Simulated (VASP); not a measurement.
Set up this calculation in VASP 6.6.1, as the native input.

```
Task                   : single point
Functional             : PBE
Potentials or basis    : VASP PAW PBE potentials, release 64 (Ta_sv_GW, N)
Cutoff                 : 600 eV
k mesh                 : 11 × 11 × 11
Occupations            : methfessel-paxton, width 0.1 eV
Spin                   : no spin polarisation
Dipole correction      : no
Second run             : valence_matched
Further INCAR settings : ALGO = Normal; EDIFF = 1e-06; NBANDS = 16
```

The structure of TaN lies in POSCAR:

```
TaN
1.0
    0.0000000000      2.1790000000      2.1790000000
    2.1790000000      0.0000000000      2.1790000000
    2.1790000000      2.1790000000      0.0000000000
Ta N
1 1
Direct
    0.5000000000      0.5000000000      0.5000000000
    0.0000000000      0.0000000000      0.0000000000
```

These files were run (other wordings do the same):

INCAR

```
SYSTEM = TaN
PREC = Accurate
ENCUT = 600
EDIFF = 1E-6
ISMEAR = 1
SIGMA = 0.1
LREAL = .False.
LASPH = .True.
NELM = 120
ALGO = Normal
ISIF = 2
LWAVE = .False.
LCHARG = .False.
GGA = PE
NBANDS = 16
GGA_COMPAT = .False.
```

KPOINTS

```
regular mesh
0
Gamma
  11 11 11
  0 0 0
```

Potentials or basis: VASP PAW PBE potentials, release 64 (Ta_sv_GW, N).

The run is started by

```console
$ cat potpaw_PBE.64/Ta_sv_GW/POTCAR potpaw_PBE.64/N/POTCAR > POTCAR
$ mpirun -np 1 vasp_std > vasp.out
```

It gave:

| Property | Result |
| --- | --- |
| Pressure | 14.6 GPa |
| Band gap on the k mesh | zero (band 9 reaches 15.98 eV, above the bottom of band 10 at 12.07 eV) |

Caveat: spin-orbit coupling is left out, which moves the levels of the heavy elements.

It took 34 s on 1 thread of Intel(R) Xeon(R) Platinum 8375C CPU @ 2.90GHz (Ice Lake), with other jobs on the host, peak memory 0.18 GiB.
